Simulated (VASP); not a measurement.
Input of a VASP 6.6.1 run:

Contents of INCAR:

```
PREC     = Accurate       # precision mode
ENCUT    = 520            # plane-wave cutoff, eV
EDIFF    = 1E-7           # SCF threshold, eV
ISMEAR   = 0              # smearing method
SIGMA    = 0.15           # smearing width, eV
LREAL    = False          # projectors in reciprocal space
LASPH    = True           # aspherical terms in the spheres
NELM     = 80             # most SCF steps
ALGO     = Fast           # electronic algorithm
ISIF     = 2              # what is computed and relaxed
LWAVE    = False          # write WAVECAR
LCHARG   = False          # write CHGCAR
GGA      = PS             # functional
NBANDS   = 12             # bands
```

Contents of KPOINTS:

```
regular mesh
0
Gamma
  24 24 24
```

The input POSCAR:

```
Cu
1.0
   -1.4427933200      1.4668747454      1.4013303331
    1.4427933200     -1.4187118946      1.3508325669
    1.4427933200      1.4187118946     -1.3508325669
Cu
1
Direct
    0.0000000000      0.0000000000      0.0000000000
```

Potentials or basis: VASP PAW PBE potentials, release 64 (Cu).

Run with:

```console
$ cat potpaw_PBE.64/Cu/POTCAR > POTCAR
$ mpirun -np 1 vasp_std > vasp.out
```

Problem. Estimate the pressure.

Solution. -0.2 GPa.

Problem. Predict the band gap on the k mesh.

Solution. Zero (an odd number of electrons rules out a gap without spin polarisation).

Stress tensor (GPa, compression positive):
```
 0.01  0.00  0.00
 0.00 -0.23 -3.42
 0.00 -3.42 -0.38
```

Caveat: the cell differs from its parent crystal (strain +0.0350 x Voigt [0, 0, 0, 1, 0, 0]); the PAW data sets were made with another functional, which shifts forces and pressure a little.
